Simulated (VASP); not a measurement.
# Ta (P6_3/mmc) in VASP: a series of runs, part 2 of 2

VASP 6.6.1. Earlier steps stand in the parts before.

## 5. Single point, LDA

This run uses another cell than the first one, of 19.77 Å³/atom.

File INCAR:

```
PREC = Accurate
ENCUT = 500
EDIFF = 1E-6
ISMEAR = 1
SIGMA = 0.1
LREAL = False
LASPH = True
NELM = 120
ALGO = Normal
ISIF = 2
LWAVE = False
LCHARG = False
NBANDS = 18
GGA_COMPAT = False
```

File KPOINTS:

```
Automatic mesh
0
Gamma
  14 14 7
```

File POSCAR:

```
Ta
1.0
    2.9728813000      0.0000000000      0.0000000000
   -1.4864406500      2.5745909000      0.0000000000
    0.0000000000      0.0000000000      5.1662740000
Ta
2
Direct
    0.6666666667      0.3333333333      0.7500000000
    0.3333333333      0.6666666667      0.2500000000
```

Potentials or basis: VASP PAW LDA potentials, release 64 (Ta_pv).

Run with:

```console
$ cat potpaw_LDA.64/Ta_pv/POTCAR > POTCAR
$ mpirun -np 1 vasp_std > vasp.out
```

OUTCAR:

```text
PREC = Accurate
   ENCUT = 500
   EDIFF = 1E-6
   ISMEAR = 1
   LREAL = False
   LASPH = True
   NELM = 120
   ISIF = 2

 ion  position               nearest neighbor table
   1  0.667  0.333  0.750-   2 3.10   2 3.10   2 3.10   2 3.10   2 3.10   2 3.10
   2  0.333  0.667  0.250-   1 3.10   1 3.10   1 3.10   1 3.10   1 3.10   1 3.10

  LATTYP: Found a hexagonal cell.
 ALAT       =     2.9728813000
 C/A-ratio  =     1.7378002950

  Lattice vectors:

 A1 = (   2.9728813000,   0.0000000000,   0.0000000000)
 A2 = (  -1.4864406500,   2.5745909000,   0.0000000000)
 A3 = (   0.0000000000,   0.0000000000,   5.1662740000)

Analysis of symmetry for initial positions (statically):
=====================================================================
 Subroutine PRICEL returns:
 Original cell was already a primitive cell.

 Routine SETGRP: Setting up the symmetry group for a
 hexagonal supercell.

 Subroutine GETGRP returns: Found 24 space group operations
 (whereof 12 operations were pure point group operations)
 out of a pool of 24 trial point group operations.

The static configuration has the point symmetry D_3d.
 The point group associated with its full space group is D_6h.
[... 160 lines left out ...]

  energy without entropy =      -24.77518422  energy(sigma->0) =      -24.77483231

 E-fermi :   5.0448     XC(G=0): -12.3219

 val. band max:        5.0362308687   @ k =   0.1429   0.1429   0.2857
 cond. band min:       5.0708109968   @ k =   0.0714   0.0714   0.4286
 fundamental gap:      0.0345801280
 Fermi energy:         5.0448474057

 k-point     1 :       0.0000    0.0000    0.0000
  band No.  band energies     occupation
      1     -29.3948      2.00000
      2     -28.6520      2.00000
      3     -28.6174      2.00000
      4     -28.6174      2.00000
      5     -28.5351      2.00000
      6     -28.5351      2.00000
[... 481 lines left out ...]
      5     -28.9254      2.00000
      6     -28.8658      2.00000
[... 10 lines left out ...]
     17      11.6688      0.00000
     18      11.8296      0.00000

 [... further k-points ...]

------------------------ aborting loop because EDIFF is reached ----------------------------------------

  FORCE on cell =-STRESS in cart. coord.  units (eV):
  Direction    XX          YY          ZZ          XY          YZ          ZX
  --------------------------------------------------------------------------------------
  -------------------------------------------------------------------------------------
  Total       -5.0723591     -5.0723597     -3.7800035     -0.0000000     -0.0000000      0.0000000
  in kB     -205.5215358   -205.5215632   -153.1579497     -0.0000000     -0.0000000      0.0000000
  external PRESSURE =    -188.0670162 kB  Pullay stress =       0.0000000 kB

 VOLUME and BASIS-vectors are now :
 -----------------------------------------------------------------------------
  energy-cutoff  :      500.00
  volume of cell :       39.54
      direct lattice vectors                 reciprocal lattice vectors
     2.972881300  0.000000000  0.000000000     0.336374009  0.194205611  0.000000000
    -1.486440650  2.574590900  0.000000000     0.000000000  0.388411223  0.000000000
     0.000000000  0.000000000  5.166274000     0.000000000  0.000000000  0.193563098

 POSITION                                       TOTAL-FORCE (eV/Angst)
 -----------------------------------------------------------------------------------
      1.48644      0.85820      3.87471         0.000000      0.000000      0.000000
     -0.00000      1.71639      1.29157        -0.000000     -0.000000      0.000000
 -----------------------------------------------------------------------------------
    total drift:                               -0.000000      0.000000     -0.000000

  FREE ENERGIE OF THE ION-ELECTRON SYSTEM (eV)
  ---------------------------------------------------
  free  energy   TOTEN  =       -24.7746563488 eV

  energy  without entropy=      -24.7751842181  energy(sigma->0) =      -24.77483231
```

Run time: 85 s. Hardware: 1 thread of Intel Xeon 8259CL, shared host; peak memory 0.18 GiB.

Results:

- Free energy: -24.7747 eV
- Pressure: -18.8 GPa
- Band gap on the k mesh: zero (bands 11 and 12 overlap by 1.61 eV)

Caveat: the cell stands under tension; spin-orbit coupling is left out, which moves the levels of the heavy elements.

## 6. Single point, LDA

This run uses another cell than the first one, of 20.75 Å³/atom.

File INCAR:

```
SYSTEM = Ta
  PREC = Accurate
  ENCUT = 500
  EDIFF = 1E-6
  ISMEAR = 1
  SIGMA = 0.1
  LREAL = .FALSE.
  LASPH = .TRUE.
  NELM = 120
  ALGO = Normal
  ISIF = 2
  LWAVE = .FALSE.
  LCHARG = .FALSE.
  GGA = CA
  NBANDS = 18
  GGA_COMPAT = .FALSE.
```

File KPOINTS:

```
Automatic mesh
0
G
  14 14 7
  0 0 0
```

File POSCAR:

```
Ta
1.0
    3.0453906000      0.0000000000      0.0000000000
   -1.5226953000      2.6373858000      0.0000000000
    0.0000000000      0.0000000000      5.1662740000
Ta
2
Direct
    0.6666666667      0.3333333333      0.7500000000
    0.3333333333      0.6666666667      0.2500000000
```

Potentials or basis: VASP PAW LDA potentials, release 64 (Ta_pv).

Run with:

```console
$ cat potpaw_LDA.64/Ta_pv/POTCAR > POTCAR
$ mpirun -np 1 vasp_std > vasp.out
```

OUTCAR:

```text
SYSTEM = Ta
   PREC = Accurate
   ENCUT = 500
   EDIFF = 1E-6
   ISMEAR = 1
   LREAL = .FALSE.
   LASPH = .TRUE.
   NELM = 120
   ISIF = 2
   GGA = CA

 ion  position               nearest neighbor table
   1  0.667  0.333  0.750-   2 3.12   2 3.12   2 3.12   2 3.12   2 3.12   2 3.12
   2  0.333  0.667  0.250-   1 3.12   1 3.12   1 3.12   1 3.12   1 3.12   1 3.12

  LATTYP: Found a hexagonal cell.
 ALAT       =     3.0453906000
 C/A-ratio  =     1.6964240975

  Lattice vectors:

 A1 = (   3.0453906000,   0.0000000000,   0.0000000000)
 A2 = (  -1.5226953000,   2.6373858000,   0.0000000000)
 A3 = (   0.0000000000,   0.0000000000,   5.1662740000)

Analysis of symmetry for initial positions (statically):
=====================================================================
 Subroutine PRICEL returns:
 Original cell was already a primitive cell.

 Routine SETGRP: Setting up the symmetry group for a
 hexagonal supercell.

 Subroutine GETGRP returns: Found 24 space group operations
 (whereof 12 operations were pure point group operations)
 out of a pool of 24 trial point group operations.

The static configuration has the point symmetry D_3d.
 The point group associated with its full space group is D_6h.
[... 162 lines left out ...]

 E-fermi :   4.7068     XC(G=0): -12.0880

 val. band max:        4.7004583910   @ k =   0.2143  -0.0000   0.4286
 cond. band min:       4.7077132484   @ k =   0.3571   0.0714   0.0000
 fundamental gap:      0.0072548574
 Fermi energy:         4.7067537727

 k-point     1 :       0.0000    0.0000    0.0000
  band No.  band energies     occupation
      1     -29.8205      2.00000
      2     -29.1866      2.00000
      3     -29.1866      2.00000
      4     -29.1522      2.00000
      5     -29.1058      2.00000
      6     -29.1058      2.00000
[... 481 lines left out ...]
      5     -29.4158      2.00000
      6     -29.3620      2.00000
[... 10 lines left out ...]
     17      10.6838      0.00000
     18      10.8335      0.00000

 [... further k-points ...]

------------------------ aborting loop because EDIFF is reached ----------------------------------------

  FORCE on cell =-STRESS in cart. coord.  units (eV):
  Direction    XX          YY          ZZ          XY          YZ          ZX
  --------------------------------------------------------------------------------------
  -------------------------------------------------------------------------------------
  Total       -7.1419559     -7.1419569     -5.0088261      0.0000000     -0.0000000      0.0000000
  in kB     -275.7615076   -275.7615444   -193.3982016      0.0000000     -0.0000000      0.0000000
  external PRESSURE =    -248.3070845 kB  Pullay stress =       0.0000000 kB

 VOLUME and BASIS-vectors are now :
 -----------------------------------------------------------------------------
  energy-cutoff  :      500.00
  volume of cell :       41.49
      direct lattice vectors                 reciprocal lattice vectors
     3.045390600  0.000000000  0.000000000     0.328365104  0.189581668  0.000000000
    -1.522695300  2.637385800  0.000000000     0.000000000  0.379163337  0.000000000
     0.000000000  0.000000000  5.166274000     0.000000000  0.000000000  0.193563098

 POSITION                                       TOTAL-FORCE (eV/Angst)
 -----------------------------------------------------------------------------------
      1.52270      0.87913      3.87471         0.000000      0.000000      0.000000
     -0.00000      1.75826      1.29157        -0.000000      0.000000      0.000000
 -----------------------------------------------------------------------------------
    total drift:                               -0.000000      0.000000     -0.000000

  FREE ENERGIE OF THE ION-ELECTRON SYSTEM (eV)
  ---------------------------------------------------
  free  energy   TOTEN  =       -24.4797589670 eV

  energy  without entropy=      -24.4801509261  energy(sigma->0) =      -24.47988962
```

OSZICAR:

```text
N       E                     dE             d eps       ncg     rms          rms(c)
DAV:   1     0.162289429933E+03    0.16229E+03   -0.12494E+04  3464   0.120E+03
DAV:   2    -0.214786266264E+02   -0.18377E+03   -0.18104E+03  4168   0.339E+02
DAV:   3    -0.256569118185E+02   -0.41783E+01   -0.41182E+01  4212   0.478E+01
DAV:   4    -0.256922281524E+02   -0.35316E-01   -0.35100E-01  4038   0.452E+00
DAV:   5    -0.256924967762E+02   -0.26862E-03   -0.26853E-03  3982   0.385E-01    0.147E+01
DAV:   6    -0.247440305125E+02    0.94847E+00   -0.11496E+00  3948   0.839E+00    0.644E+00
DAV:   7    -0.244852800277E+02    0.25875E+00   -0.75917E-01  4066   0.634E+00    0.502E-01
DAV:   8    -0.244798158196E+02    0.54642E-02   -0.73413E-03  3922   0.772E-01    0.747E-02
DAV:   9    -0.244797609432E+02    0.54876E-04   -0.25592E-04  4146   0.106E-01    0.356E-02
DAV:  10    -0.244797593930E+02    0.15502E-05   -0.13852E-05  4214   0.237E-02    0.525E-03
DAV:  11    -0.244797589670E+02    0.42604E-06   -0.16241E-06  2556   0.101E-02
   1 F= -.24479759E+02 E0= -.24479890E+02  d E =0.391959E-03
```

It took 88 s on 1 thread of Intel Xeon 8259CL, shared host; peak memory 0.18 GiB.

Results:

| Quantity | Value |
| --- | --- |
| Free energy | -24.4798 eV |
| Pressure | -24.8 GPa |
| Band gap on the k mesh | zero (bands 11 and 12 overlap by 1.50 eV) |

Caveat: the cell stands under tension; spin-orbit coupling is left out, which moves the levels of the heavy elements.

## 7. Summary

| cell | gap on the mesh (eV) | pressure (GPa) |
| --- | --- | --- |
| a = 2.755, b = 2.755, c = 5.166 Å, angles 90.0, 90.0, 120.0°, 2 atoms | none | 10.9 |
| a = 2.828, b = 2.828, c = 5.166 Å, angles 90.0, 90.0, 120.0°, 2 atoms | none | -1.3 |
| a = 2.900, b = 2.900, c = 5.166 Å, angles 90.0, 90.0, 120.0°, 2 atoms | none | -11.1 |
| a = 2.973, b = 2.973, c = 5.166 Å, angles 90.0, 90.0, 120.0°, 2 atoms | none | -18.8 |
| a = 3.045, b = 3.045, c = 5.166 Å, angles 90.0, 90.0, 120.0°, 2 atoms | none | -24.8 |

Alike in all rows: task single point; level LDA; potentials or basis VASP PAW LDA potentials, release 64 (Ta_pv); no spin polarisation; k mesh 14 × 14 × 7; cutoff (eV) 500; smearing methfessel-paxton 0.1 eV.

Caveats: spin-orbit coupling is left out, which moves the levels of the heavy elements; the cell stands under tension (at least some runs); the cell stands under pressure (at least some runs).

Absolute energies hang on the potentials; compare differences alone.
